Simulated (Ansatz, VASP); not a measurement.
**Two plane-wave programs on FePt**

```
Fe Pt
1.0
     2.70099    0.00000    0.00000
     0.00000    2.70099    0.00000
     0.00000    0.00000    3.72836
Fe Pt
1 1
Direct
  0.00000 0.00000 0.00000
  0.50000 0.50000 0.50000
```

Alike in both runs: functional PBE; dispersion D3(BJ); k mesh 16 × 16 × 12; occupations gaussian, width 0.1 eV; collinear spin.

Ansatz relaxed the structure, and its values are those at the end. VASP's run is a single point on that final structure, the one shown.

```csv
,VASP,Ansatz
version,VASP 6.6.1,Ansatz 0.2.0
potentials or method,"VASP PAW PBE potentials, release 64 (Fe, Pt), cutoff 520 eV","scalar-relativistic, plane waves, PAW"
valence electrons in the cell,18,34
```

VASP gave:

| Item | Value |
| --- | --- |
| gap on the k mesh at the Fermi level (eV) | none |
| pressure (GPa) | -0.5 |
| net moment per atom (μB) | 1.62 |
| size of the moment on the site where the two differ most (μB) | 0.32 |

**Question.** What did Ansatz give for the same quantities?

**Answer.** gap on the k mesh at the Fermi level (eV): none; pressure (GPa): 0.0; net moment per atom (μB): 1.62; size of the moment on the site where the two differ most (μB): 0.38.

Site moments also hang on the region over which each program counts them. A gap of «none» marks a metal or a gap that the smearing closes. VASP's potentials hold 18 valence electrons a cell and Ansatz's 34, so a difference there can come from the potentials and not from the codes.

Spin-orbit coupling is off throughout.
